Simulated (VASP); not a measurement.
# Mo (Cmce) in VASP: single point with PBE

Aim: the single point of Mo with PBE.

All numbers are computed with VASP 6.6.1; they aren't measurements. Logs are shortened: lines on timing, memory, paths and dates and some standing lists are left out, and cuts for length are marked.

## (1) The cell of the first run

Symmetry: Cmce, No. 64, orthorhombic system. Conventional cell: a = 3.164 Å, b = 10.037 Å, c = 4.187 Å, α = 90.00°, β = 90.00°, γ = 90.00°. Mo (site symmetry m) has 3 Mo at 2.07 to 2.11 Å within 2.7 Å.

## (2) Single point, PBE

The input, INCAR:

```
PREC = Accurate ; ENCUT = 520
EDIFF = 1E-7 ; ISMEAR = 0
SIGMA = 0.1 ; LREAL = False
LASPH = True ; NELM = 60
ALGO = Normal ; ISIF = 2
LWAVE = False ; LCHARG = False
GGA = PE ; NBANDS = 36
```

The input, KPOINTS:

```
regular mesh
0
Gamma
  6 6 4
```

The input, POSCAR:

```
Mo
1.0
    1.5819710255     -5.0183370901      0.0000000000
    1.5819710255      5.0183370901      0.0000000000
    0.0000000000      0.0000000000      4.1867269437
Mo
4
Direct
    0.0980000000      0.9020000000      0.9100000000
    0.5980000000      0.4020000000      0.5900000000
    0.9020000000      0.0980000000      0.0900000000
    0.4020000000      0.5980000000      0.4100000000
```

Potentials or basis: VASP PAW PBE potentials, release 64 (Mo_sv).

Run with:

```console
cat potpaw_PBE.64/Mo_sv/POTCAR > POTCAR
mpirun -np 1 vasp_std > vasp.out
```

OUTCAR:

```text
PREC = Accurate
   ENCUT = 520
   EDIFF = 1E-7
   ISMEAR = 0
   LREAL = False
   LASPH = True
   NELM = 60
   ISIF = 2
   GGA = PE

 ion  position               nearest neighbor table
   1  0.098  0.902  0.910-   2 2.07   2 2.07   3 2.11   2 3.26   2 3.26   4 3.28   4 3.28   4 3.28
                             4 3.28
   2  0.598  0.402  0.590-   1 2.07   1 2.07   4 2.11   1 3.26   1 3.26   3 3.28   3 3.28   3 3.28
                             3 3.28
   3  0.902  0.098  0.090-   4 2.07   4 2.07   1 2.11   4 3.26   4 3.26   2 3.28   2 3.28   2 3.28
                             2 3.28
   4  0.402  0.598  0.410-   3 2.07   3 2.07   2 2.11   3 3.26   3 3.26   1 3.28   1 3.28   1 3.28
                             1 3.28

  LATTYP: Found a base centered orthorhombic cell.
 ALAT       =     3.1639420510
 B/A-ratio  =     3.1722054382
 C/A-ratio  =     1.3232628399

  Lattice vectors:

 A1 = (   1.5819710255,  -5.0183370901,   0.0000000000)
 A2 = (   1.5819710255,   5.0183370901,   0.0000000000)
 A3 = (   0.0000000000,   0.0000000000,   4.1867269437)

Analysis of symmetry for initial positions (statically):
=====================================================================
 Subroutine PRICEL returns:
 Original cell was already a primitive cell.

 Routine SETGRP: Setting up the symmetry group for a
 base centered orthorhombic supercell.

 Subroutine GETGRP returns: Found  8 space group operations
 (whereof  4 operations were pure point group operations)
 out of a pool of  8 trial point group operations.

The static configuration has the point symmetry C_2h.
 The point group associated with its full space group is D_2h.

Analysis of symmetry for dynamics (positions and initial velocities):
=====================================================================
 Subroutine PRICEL returns:
 Original cell was already a primitive cell.

 Routine SETGRP: Setting up the symmetry group for a
 base centered orthorhombic supercell.

 Subroutine GETGRP returns: Found  8 space group operations
 (whereof  4 operations were pure point group operations)
 out of a pool of  8 trial point group operations.

The dynamic configuration has the point symmetry C_2h.
 The point group associated with its full space group is D_2h.

 Subroutine INISYM returns: Found  8 space group operations
 (whereof  4 operations are pure point group operations),
 and found     1 'primitive' translations

----------------------------------------------------------------------------------------

                                     Primitive cell

  volume of cell :      66.4757

  direct lattice vectors                    reciprocal lattice vectors
     1.581971025 -5.018337090  0.000000000     0.316061414 -0.099634598  0.000000000
     1.581971025  5.018337090  0.000000000     0.316061414  0.099634598  0.000000000
     0.000000000  0.000000000  4.186726944     0.000000000  0.000000000  0.238850064

  length of vectors
     5.261781017  5.261781017  4.186726944     0.331393831  0.331393831  0.238850064

  position of ions in fractional coordinates (direct lattice)
     0.098000000  0.902000000  0.910000000
     0.598000000  0.402000000  0.590000000
     0.902000000  0.098000000  0.090000000
     0.402000000  0.598000000  0.410000000

  ion indices of the primitive-cell ions
   primitive index   ion index
                 1           1
                 2           2
                 3           3
                 4           4

----------------------------------------------------------------------------------------

 KPOINTS: regular mesh

Automatic generation of k-mesh.
 Grid dimensions read from file:
 generate k-points for:    6    6    4

 Generating k-lattice:

  Cartesian coordinates                     Fractional coordinates (reciprocal lattice)
     0.052676902 -0.016605766  0.000000000     0.166666667  0.000000000  0.000000000
     0.052676902  0.016605766  0.000000000     0.000000000  0.166666667  0.000000000
     0.000000000  0.000000000  0.059712516     0.000000000  0.000000000  0.250000000

  Length of vectors
     0.055232305  0.055232305  0.059712516

  Shift w.r.t. Gamma in fractional coordinates (k-lattice)
     0.000000000  0.000000000  0.000000000

 Subroutine IBZKPT returns following result:
 ===========================================

 Found     39 irreducible k-points:

 Following reciprocal coordinates:
            Coordinates               Weight
  0.000000  0.000000  0.000000      1.000000
  0.166667 -0.000000  0.000000      4.000000
  0.333333 -0.000000  0.000000      4.000000
  0.500000  0.000000  0.000000      2.000000
  0.166667  0.166667  0.000000      2.000000
  0.333333  0.166667  0.000000      4.000000
[... 16 lines left out ...]
  0.333333  0.333333  0.250000      4.000000
  0.500000  0.333333  0.250000      8.000000
 [... further k-points ...]
   k-points           NKPTS =     39   k-points in BZ     NKDIM =     39   number of bands    NBANDS=     36
   number of dos      NEDOS =    301   number of ions     NIONS =      4
   total plane-waves  NPLWV =  51200
   dimension x,y,z NGX =    40 NGY =   40 NGZ =   32
   dimension x,y,z NGXF=    80 NGYF=   80 NGZF=   64
   ions per type =               4
   NGX,Y,Z   is equivalent  to a cutoff of  12.64, 12.64, 12.71 a.u.
   NGXF,Y,Z  is equivalent  to a cutoff of  25.28, 25.28, 25.41 a.u.
 SYSTEM =  unknown system
   PREC   = accura    normal or accurate (medium, high low for compatibility)
   ISTART =      0    job   : 0-new  1-cont  2-samecut
   ICHARG =      2    charge: 1-file 2-atom 10-const
   ISPIN  =      1    spin polarized calculation?
   LNONCOLLINEAR =      F non collinear calculations
   LSORBIT =      F    spin-orbit coupling
   LASPH  =      T    aspherical Exc in radial PAW
   ENCUT  =  520.0 eV  38.22 Ry    6.18 a.u.   9.78  9.78  7.78*2*pi/ulx,y,z
   NELM   =     60;   NELMIN=  2; NELMDL= -5     # of ELM steps
   EDIFF  = 0.1E-06   stopping-criterion for ELM
   LREAL  =      F    real-space projection
   EDIFFG = 0.1E-05   stopping-criterion for IOM
   NSW    =      0    number of steps for IOM
   IBRION =     -1    ionic relax: 0-MD 1-quasi-New 2-CG
   NFREE  =      0    steps in history (QN), initial steepest desc. (CG)
   ISIF   =      2    stress and relaxation
   ISYM   =      2    0-nonsym 1-usesym 2-fastsym
   POTIM  = 0.5000    time-step for ionic-motion
   TEBEG  =    0.0;   TEEND  =   0.0 temperature during run
   PSTRESS=    0.0 pullay stress
   NELECT =      56.0000    total number of electrons
   NUPDOWN=      -1.0000    fix difference up-down
   EMIN   =  10.00;   EMAX   =-10.00  energy-range for DOS
   EFERMI =   0.00;   METHOD = LEGACY
   ISMEAR =     0;   SIGMA  =   0.10  broadening in eV -4-tet -1-fermi 0-gaus
   EFERMI_NEDOS =   21; number of points for ismear=-14 and -15
   IALGO  =     38    algorithm
   IMIX   =      4    mixing-type and parameters
     AMIX     =   0.40;   BMIX     =  1.00
     AMIX_MAG =   1.60;   BMIX_MAG =  1.00
  volume/ion in A,a.u.               =      16.62       112.15
  Fermi-wavevector in a.u.,A,eV,Ry     =   1.546144  2.921788 32.525546  2.390560
  Thomas-Fermi vector in A             =   2.651422
   LORBIT       =      0    0 simple, 1 ext, 2 COOP (PROOUT), +10 PAW based schemes
   GGA     = PE    functional components
   LHFCALC =     F    Hartree Fock is set to
   AEXX    =    0.0000 exact exchange contribution
   IVDW    =     0    specifies the selected vdW correction
   LEPSILON=     F    determine dielectric tensor
   LRPA    =     F    only Hartree local field effects (RPA)
 non-spin polarized calculation
 Gauss-broadening in eV      SIGMA  =   0.10
  energy-cutoff  :      520.00
  volume of cell :       66.48
 maximum number of plane-waves:      1812
   NGX = 19   NGY = 19   NGZ = 15

 number of electron      55.9999997 magnetization

 Free energy of the ion-electron system (eV)
  ---------------------------------------------------
  ext. energy  EPLUGINS =         0.00000000
  ---------------------------------------------------
  free energy    TOTEN  =       -29.44655050 eV

  energy without entropy =      -29.42545394  energy(sigma->0) =      -29.43600222

 E-fermi :  11.5094     XC(G=0): -12.5147

 val. band max:       11.5083650988   @ k =   0.5000   0.1667   0.0000
 cond. band min:      11.5491982979   @ k =   0.0000   0.0000   0.0000
 fundamental gap:      0.0408331991
 Fermi energy:        11.5093573250

 k-point     1 :       0.0000    0.0000    0.0000
  band No.  band energies     occupation
      1     -50.4875      2.00000
      2     -49.7664      2.00000
      3     -48.7658      2.00000
      4     -47.9666      2.00000
      5     -25.9793      2.00000
      6     -25.8368      2.00000
[... 28 lines left out ...]
     35      16.0861      0.00000
     36      17.1252      0.00000

 k-point     2 :       0.1667   -0.0000    0.0000
  band No.  band energies     occupation
      1     -50.3754      2.00000
      2     -49.6514      2.00000
      3     -48.8836      2.00000
      4     -48.0926      2.00000
      5     -25.9613      2.00000
      6     -25.9520      2.00000
[... 28 lines left out ...]
     35      15.8130      0.00000
     36      17.3514      0.00000

 k-point     3 :       0.3333   -0.0000    0.0000
  band No.  band energies     occupation
      1     -50.0665      2.00000
      2     -49.3331      2.00000
      3     -49.2043      2.00000
      4     -48.4329      2.00000
      5     -26.1014      2.00000
      6     -25.9453      2.00000
[... 28 lines left out ...]
     35      16.1423      0.00000
     36      16.6548      0.00000
[... 742 lines left out ...]
 k-point    23 :       0.3333    0.3333    0.2500
  band No.  band energies     occupation
      1     -50.0029      2.00000
      2     -49.5794      2.00000
      3     -48.9546      2.00000
      4     -48.4999      2.00000
      5     -26.0943      2.00000
      6     -25.9031      2.00000
[... 28 lines left out ...]
     35      15.8251      0.00000
     36      16.0755      0.00000

 k-point    24 :       0.5000    0.3333    0.2500
  band No.  band energies     occupation
      1     -50.2964      2.00000
      2     -49.8195      2.00000
      3     -48.7094      2.00000
      4     -48.1808      2.00000
      5     -25.9294      2.00000
      6     -25.8265      2.00000
[... 28 lines left out ...]
     35      15.9640      0.00000
     36      16.2800      0.00000

 [... further k-points ...]
[... 5 lines left out ...]
  --------------------------------------------------------------------------------------
  -------------------------------------------------------------------------------------
  Total       38.5926412     31.1960456     34.7934150      0.0000000      0.0000000      0.0000000
  in kB      930.1480838    751.8775907    838.5802925      0.0000000      0.0000000      0.0000000
  external PRESSURE =     840.2019890 kB  Pullay stress =       0.0000000 kB

 VOLUME and BASIS-vectors are now :
 -----------------------------------------------------------------------------
  energy-cutoff  :      520.00
  volume of cell :       66.48
      direct lattice vectors                 reciprocal lattice vectors
     1.581971025 -5.018337090  0.000000000     0.316061414 -0.099634598  0.000000000
     1.581971025  5.018337090  0.000000000     0.316061414  0.099634598  0.000000000
     0.000000000  0.000000000  4.186726944     0.000000000  0.000000000  0.238850064

 POSITION                                       TOTAL-FORCE (eV/Angst)
 -----------------------------------------------------------------------------------
      1.58197      4.03474      3.80992         0.000000     -9.383674      8.762100
      1.58197     -0.98359      2.47017         0.000000     -9.383674     -8.762100
      1.58197     -4.03474      0.37681         0.000000      9.383674     -8.762100
      1.58197      0.98359      1.71656         0.000000      9.383674      8.762100
 -----------------------------------------------------------------------------------
    total drift:                                0.000000      0.000000      0.000000

  FREE ENERGIE OF THE ION-ELECTRON SYSTEM (eV)
  ---------------------------------------------------
  free  energy   TOTEN  =       -29.4465504963 eV

  energy  without entropy=      -29.4254539445  energy(sigma->0) =      -29.43600222
```

Wall time 91 s (1 thread of AMD EPYC 7R43 (Zen 3), shared host); peak memory 0.2 GiB.

What came out:

| Property | Result |
| --- | --- |
| Free energy | -29.4466 eV |
| Pressure | 84.0 GPa |
| Largest force | 12.839 eV/Å |
| Band gap on the k mesh | zero (band 28 reaches 11.74 eV, above the bottom of band 29 at 10.66 eV) |

Forces in eV/Å, atoms in the order of the input:
```
Mo   0.000 -9.384  8.762
Mo   0.000 -9.384 -8.762
Mo   0.000  9.384 -8.762
Mo   0.000  9.384  8.762
```

Stress tensor (GPa, compression positive):
```
93.01  0.00  0.00
 0.00 75.19  0.00
 0.00  0.00 83.86
```

Caveat: the k points lie up to 0.38 Å⁻¹ apart; forces of over 1 eV/Å act on the atoms, so gaps and moduli don't describe the material at rest.
